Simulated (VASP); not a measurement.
# GaN (Fm-3m) in VASP: settings compared, part 2 of 2

VASP 6.6.1. The steps go on from the part before.

## Step 3: G0W0 quasiparticle levels, LDA

File POSCAR:

```
GaN
1.0
    0.0000000000      2.1085152362      2.1085152362
    2.1085152362      0.0000000000      2.1085152362
    2.1085152362      2.1085152362      0.0000000000
Ga N
1 1
Direct
    0.0000000000      0.0000000000      0.0000000000
    0.5000000000      0.5000000000      0.5000000000
```

File INCAR.step1:

```
ALGO = Normal ; EDIFF = 1E-8
ENCUT = 500 ; ISMEAR = 0
LASPH = T ; LCHARG = F
LREAL = F ; LWAVE = T
NELM = 80 ; PREC = Accurate
SIGMA = 0.01
```

File INCAR.step2:

```
ALGO = Exact ; EDIFF = 1E-8
ENCUT = 500 ; ISMEAR = 0
ISTART = 1 ; LASPH = T
LCHARG = F ; LOPTICS = T
LREAL = F ; LWAVE = T
NBANDS = 79 ; NELM = 1
PREC = Accurate ; SIGMA = 0.01
```

File INCAR.step3:

```
ALGO = EVGW0 ; EDIFF = 1E-8
ENCUT = 500 ; ENCUTGW = 140.0
ISMEAR = 0 ; ISTART = 1
LASPH = T ; LCHARG = F
LREAL = F ; LWAVE = F
NBANDS = 79 ; NBANDSGW = 17
NELMGW = 1 ; NOMEGA = 96
OMEGAMAX = 20 ; PREC = Accurate
PRECFOCK = Fast ; SIGMA = 0.01
```

File KPOINTS:

```
k-points
0
Gamma
  6 6 6
```

Potentials or basis: VASP PAW LDA potentials, release 64 (Ga_d_GW, N_GW).

Command:

```
$ cat potpaw_LDA.64/Ga_d_GW/POTCAR potpaw_LDA.64/N_GW/POTCAR > POTCAR
$ cp INCAR.step1 INCAR
$ mpirun -np 1 vasp_std > vasp.out
$ cp INCAR.step2 INCAR
$ mpirun -np 1 vasp_std > vasp.out
$ cp INCAR.step3 INCAR
$ mpirun -np 1 vasp_std > vasp.out
```

OUTCAR:

```text
EDIFF = 1E-8
   ENCUT = 500
   ENCUTGW = 140.0
   ISMEAR = 0
   ISTART = 1
   LASPH = T
   LREAL = F
   NELMGW = 1
   PREC = Accurate
   PRECFOCK = Fast

 ion  position               nearest neighbor table
   1  0.000  0.000  0.000-   2 2.11   2 2.11   2 2.11   2 2.11   2 2.11   2 2.11
   2  0.500  0.500  0.500-   1 2.11   1 2.11   1 2.11   1 2.11   1 2.11   1 2.11

  LATTYP: Found a face centered cubic cell.
 ALAT       =     4.2170304724

  Lattice vectors:

 A1 = (   0.0000000000,   2.1085152362,   2.1085152362)
 A2 = (   2.1085152362,   0.0000000000,   2.1085152362)
 A3 = (   2.1085152362,   2.1085152362,   0.0000000000)

Analysis of symmetry for initial positions (statically):
=====================================================================
 Subroutine PRICEL returns:
 Original cell was already a primitive cell.

 Routine SETGRP: Setting up the symmetry group for a
 face centered cubic supercell.

 Subroutine GETGRP returns: Found 48 space group operations
 (whereof 48 operations were pure point group operations)
 out of a pool of 48 trial point group operations.

The static configuration has the point symmetry O_h .

Analysis of symmetry for dynamics (positions and initial velocities):
=====================================================================
 Subroutine PRICEL returns:
 Original cell was already a primitive cell.

 Routine SETGRP: Setting up the symmetry group for a
 face centered cubic supercell.

 Subroutine GETGRP returns: Found 48 space group operations
 (whereof 48 operations were pure point group operations)
 out of a pool of 48 trial point group operations.

The dynamic configuration has the point symmetry O_h .

 Subroutine INISYM returns: Found 48 space group operations
 (whereof 48 operations are pure point group operations),
 and found     1 'primitive' translations

----------------------------------------------------------------------------------------

                                     Primitive cell

  volume of cell :      18.7482

  direct lattice vectors                    reciprocal lattice vectors
     0.000000000  2.108515236  2.108515236    -0.237133691  0.237133691  0.237133691
     2.108515236  0.000000000  2.108515236     0.237133691 -0.237133691  0.237133691
     2.108515236  2.108515236  0.000000000     0.237133691  0.237133691 -0.237133691

  length of vectors
     2.981890844  2.981890844  2.981890844     0.410727601  0.410727601  0.410727601

  position of ions in fractional coordinates (direct lattice)
     0.000000000  0.000000000  0.000000000
     0.500000000  0.500000000  0.500000000

  ion indices of the primitive-cell ions
   primitive index   ion index
                 1           1
                 2           2

----------------------------------------------------------------------------------------

 KPOINTS: k-points

Automatic generation of k-mesh.
 Grid dimensions read from file:
 generate k-points for:    6    6    6

 Generating k-lattice:

  Cartesian coordinates                     Fractional coordinates (reciprocal lattice)
    -0.039522282  0.039522282  0.039522282     0.166666667  0.000000000  0.000000000
     0.039522282 -0.039522282  0.039522282     0.000000000  0.166666667  0.000000000
     0.039522282  0.039522282 -0.039522282     0.000000000  0.000000000  0.166666667

  Length of vectors
     0.068454600  0.068454600  0.068454600

  Shift w.r.t. Gamma in fractional coordinates (k-lattice)
     0.000000000  0.000000000  0.000000000

 Subroutine IBZKPT returns following result:
 ===========================================

 Found     16 irreducible k-points:

 Following reciprocal coordinates:
            Coordinates               Weight
  0.000000  0.000000  0.000000      1.000000
  0.166667  0.000000  0.000000      8.000000
  0.333333  0.000000  0.000000      8.000000
  0.500000  0.000000  0.000000      4.000000
  0.166667  0.166667  0.000000      6.000000
  0.333333  0.166667  0.000000     24.000000
[... 8 lines left out ...]
 -0.333333  0.333333  0.166667     24.000000
 -0.333333  0.500000  0.166667     12.000000
   k-points           NKPTS =     16   k-points in BZ     NKDIM =    216   number of bands    NBANDS=     79
   number of dos      NEDOS =    301   number of ions     NIONS =      2
   total plane-waves  NPLWV =  13824
   dimension x,y,z NGX =    24 NGY =   24 NGZ =   24
   dimension x,y,z NGXF=    48 NGYF=   48 NGZF=   48
   ions per type =               1   1
   NGX,Y,Z   is equivalent  to a cutoff of  13.38, 13.38, 13.38 a.u.
   NGXF,Y,Z  is equivalent  to a cutoff of  26.76, 26.76, 26.76 a.u.
 SYSTEM =  unknown system
   PREC   = accura    normal or accurate (medium, high low for compatibility)
   ISTART =      1    job   : 0-new  1-cont  2-samecut
   ICHARG =      0    charge: 1-file 2-atom 10-const
   ISPIN  =      1    spin polarized calculation?
   LNONCOLLINEAR =      F non collinear calculations
   LSORBIT =      F    spin-orbit coupling
   LASPH  =      T    aspherical Exc in radial PAW
   ENCUT  =  500.0 eV  36.75 Ry    6.06 a.u.   5.44  5.44  5.44*2*pi/ulx,y,z
   NELM   =     60;   NELMIN=  2; NELMDL=  0     # of ELM steps
   EDIFF  = 0.1E-07   stopping-criterion for ELM
   LREAL  =      F    real-space projection
   EDIFFG = 0.1E-06   stopping-criterion for IOM
   NSW    =      0    number of steps for IOM
   IBRION =     -1    ionic relax: 0-MD 1-quasi-New 2-CG
   NFREE  =      0    steps in history (QN), initial steepest desc. (CG)
   ISIF   =      0    stress and relaxation
   ISYM   =      3    0-nonsym 1-usesym 2-fastsym
   POTIM  = 0.5000    time-step for ionic-motion
   TEBEG  =    0.0;   TEEND  =   0.0 temperature during run
   PSTRESS=    0.0 pullay stress
   NELECT =      18.0000    total number of electrons
   NUPDOWN=      -1.0000    fix difference up-down
   EMIN   =  10.00;   EMAX   =-10.00  energy-range for DOS
   EFERMI =   0.00;   METHOD = LEGACY
   ISMEAR =     0;   SIGMA  =   0.01  broadening in eV -4-tet -1-fermi 0-gaus
   EFERMI_NEDOS =   21; number of points for ismear=-14 and -15
   IALGO  =     38    algorithm
   IMIX   =      4    mixing-type and parameters
     AMIX     =   0.40;   BMIX     =  1.00
     AMIX_MAG =   1.60;   BMIX_MAG =  1.00
  volume/ion in A,a.u.               =       9.37        63.26
  Fermi-wavevector in a.u.,A,eV,Ry     =   1.615024  3.051952 35.488101  2.608302
  Thomas-Fermi vector in A             =   2.709838
   LORBIT       =      0    0 simple, 1 ext, 2 COOP (PROOUT), +10 PAW based schemes
   GGA     = CA    functional components
   LHFCALC =     T    Hartree Fock is set to
   PRECFOCK=fast      Normal, Fast or Accurate (Low or Medium for compatibility)
   ENCUT4O =  -1.0   cutoff for four orbital integrals eV
   NKREDX  =     1    reduce k-point grid by
   NKREDY  =     1    reduce k-point grid by
   NKREDZ  =     1    reduce k-point grid by
   AEXX    =    1.0000 exact exchange contribution
   HFSCREEN=    0.0000 screening length (either q_TF or 0.3 A-1)
   HFSCREENC=   0.0000 screening length for correlation (either q_TF or 0.3 A-1)
   ENCUTFOCK=  -1.0 apply spherical cutoff to Coloumb kernel
   IVDW    =     0    specifies the selected vdW correction
   LEPSILON=     F    determine dielectric tensor
   LRPA    =     F    only Hartree local field effects (RPA)
   LRPAFORCE           =     F    calculate RPA forces
   ENCUTGW             = 140.0    cutoff for response function in eV
   ENCUTGWSOFT         = 112.0    soft cutoff for Coulomb kernel in GW response function in eV
   ENCUTLF             =  -1.0    cutoff for local field effects
   NELMGW              =     1    number of iterations in solving QP/BSE equation
   NELMHF              =     1    number of iterations in the inner HF iteration
   NKREDLFX            =     1    NKREDLFY  =   1   NKREDLFZ  =   1
 non-spin polarized calculation
 Gauss-broadening in eV      SIGMA  =   0.01
  energy-cutoff  :      500.00
  volume of cell :       18.75
 maximum number of plane-waves:       531
 NGX is ok and might be reduce to    24
  NGX = 14; NGY = 14; NGZ = 14
   NGX = 11   NGY = 11   NGZ = 11
 maximum number of plane-waves:        76
 NGX is ok and might be reduce to    14

 QP shifts <psi_nk| G(iteration)W_0 |psi_nk>: iteration 1
 for sc-GW calculations column KS-energies equals QP-energies in previous step
 and V_xc(KS)=  KS-energies - (<T + V_ion + V_H > + <T+V_H+V_ion>^1  + <V_x>^1)

 k-point   1 :       0.0000    0.0000    0.0000
  band No.  KS-energies  QP-energies   sigma(KS)   V_xc(KS)     V^pw_x(r,r')   Z            occupation Imag(sigma)

      1      -9.7326     -10.4467     -15.6216     -14.5731     -24.2300       0.6810       2.0000       1.2870
      2      -6.6483      -9.3337     -25.4829     -21.8103     -34.9419       0.7312       2.0000       0.1240
      3      -6.6483      -9.3337     -25.4829     -21.8103     -34.9419       0.7312       2.0000       0.1240
      4      -6.6483      -9.3337     -25.4829     -21.8103     -34.9419       0.7312       2.0000       0.1240
      5      -6.5488      -9.2944     -25.7575     -22.0047     -35.4192       0.7316       2.0000       0.1663
      6      -6.5488      -9.2944     -25.7575     -22.0047     -35.4192       0.7316       2.0000       0.1663
[... 9 lines left out ...]
     16      23.1390      24.2067     -11.9820     -13.3914      -4.5875       0.7575       0.0000      -0.4876
     17      23.5348      24.0705      -9.1279      -9.8085      -2.5925       0.7871       0.0000      -0.2576
[... 298 lines left out ...]
      1      -8.0321      -9.9218     -22.1338     -19.4089     -31.5465       0.6935       2.0000       0.5015
      2      -6.7464      -9.3970     -25.2279     -21.6014     -34.6419       0.7309       2.0000       0.1336
      3      -6.5646      -9.2765     -25.6528     -21.9406     -35.3247       0.7305       2.0000       0.1831
      4      -6.5144      -9.2053     -25.5492     -21.8786     -35.0130       0.7331       2.0000       0.1333
      5      -6.3588      -9.0940     -25.8579     -22.1362     -35.3753       0.7349       2.0000       0.1243
      6      -3.5175      -5.0555     -21.7276     -19.6263     -30.0271       0.7319       2.0000       0.5215
[... 9 lines left out ...]
     16      34.7610      36.0235     -13.3323     -14.8335      -5.9667       0.8410       0.0000      -1.4853
     17      36.5875      37.9116     -13.3324     -14.9484      -5.0908       0.8194       0.0000      -1.8087
```

Wall time 6.9 min (1 thread of Intel Xeon Platinum 8259CL at 2.50GHz (Skylake/Cascade Lake), shared host); peak memory 0.38 GiB.

Results:

| Property | Result |
| --- | --- |
| Quasiparticle gap | 1.52 eV |
| Least direct quasiparticle gap | 3.85 eV |
| Band gap of the starting levels on the mesh | 0.44 eV |
| Least direct gap of the starting levels on the mesh | 2.91 eV |

Caveat: the k points lie up to 0.43 Å⁻¹ apart; bands, screening cutoff and mesh are small and nothing is extrapolated, so the quasiparticle values aren't converged; the structure was generated, so it needn't be the stable form of GaN.
